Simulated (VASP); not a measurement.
# Cs: single point with PBE

The system is Cs.

```
Cs
1.0
     5.25067    0.00000    0.00000
    -2.62534    4.54722    0.00000
     0.00000    0.00000   17.22067
Cs
4
Direct
  0.00000 0.00000 0.00000
  0.00000 0.00000 0.50000
  0.33333 0.66667 0.25000
  0.66667 0.33333 0.75000
```

This isn't the form of Cs at room conditions, which is bcc.

```
Program             : VASP 6.6.1
Task                : single point
Functional          : PBE
Potentials or basis : VASP PAW PBE potentials, release 64 (Cs_sv)
Cutoff              : 520 eV
k mesh              : 8 × 8 × 2
Occupations         : fermi-dirac, width 0.1 eV
Spin                : no spin polarisation
```

```
Pressure               : 0.3 GPa
Band gap on the k mesh : zero (bands 18 and 19 overlap by 1.65 eV)
```

Levels at points of the mesh, in eV from the Fermi level:
```tsv
k point	band 16	band 17	band 18	band 19	band 20	band 21
(0.00, 0.00, 0.00)	-10.51	-1.78	-1.11	-1.11	-0.07	0.88
(0.50, 0.00, 0.00)	-10.54	-0.04	0.11	0.23	0.29	0.82
(0.00, 0.00, 0.50)	-10.51	-1.60	-1.60	-0.46	-0.46	1.16
(0.50, 0.00, 0.50)	-10.54	0.04	0.04	0.25	0.25	0.87
```

Run time: 2.3 min on 1 thread of Intel(R) Xeon(R) 6975P-C (Granite Rapids), with other jobs on the host, peak memory 0.53 GiB.

Caveat: spin-orbit coupling is left out, which moves the levels of the heavy elements.
